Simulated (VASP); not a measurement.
Input of a VASP 6.6.1 run:

Contents of INCAR:

```
  PREC = Accurate
  ENCUT = 520
  EDIFF = 1E-8
  ISMEAR = -1
  SIGMA = 0.02
  LREAL = False
  LASPH = True
  NELM = 80
  ALGO = Normal
  ISIF = 2
  LWAVE = False
  LCHARG = False
  LEFG = True
  NBANDS = 19
```

Contents of KPOINTS:

```
regular mesh
0
Gamma
  10 10 10
```

POSCAR

```
NaHF2
1.0
    1.7050849857      0.9844312755      4.5761755715
   -1.7050849857      0.9844312755      4.5761755715
    0.0000000000     -1.9688625510      4.5761755715
Na H F
1 1 2
Direct
    0.0000000000      0.0000000000      0.0000000000
    0.5000000000      0.5000000000      0.5000000000
    0.4100000000      0.4100000000      0.4100000000
    0.5900000000      0.5900000000      0.5900000000
```

Potentials or basis: VASP PAW LDA potentials, release 64 (Na_pv, H, F).

Run with:

```console
$ cat potpaw_LDA.64/Na_pv/POTCAR potpaw_LDA.64/H/POTCAR potpaw_LDA.64/F/POTCAR > POTCAR
$ mpirun -np 1 vasp_std > vasp.out
```

(1) Estimate the band gap on the k mesh.

(2) Predict the pressure.

Results:

(1) 6.47 eV (least direct gap 6.76 eV).

(2) -5.4 GPa.

Caveat: the stress differs along the axes, from -15 to -0 GPa; without QUAD_EFG the Cq values of the log hold for a quadrupole moment of 1 mb, not for the nuclei; forces of over 1 eV/Å act on the atoms, so gaps and moduli don't describe the material at rest.
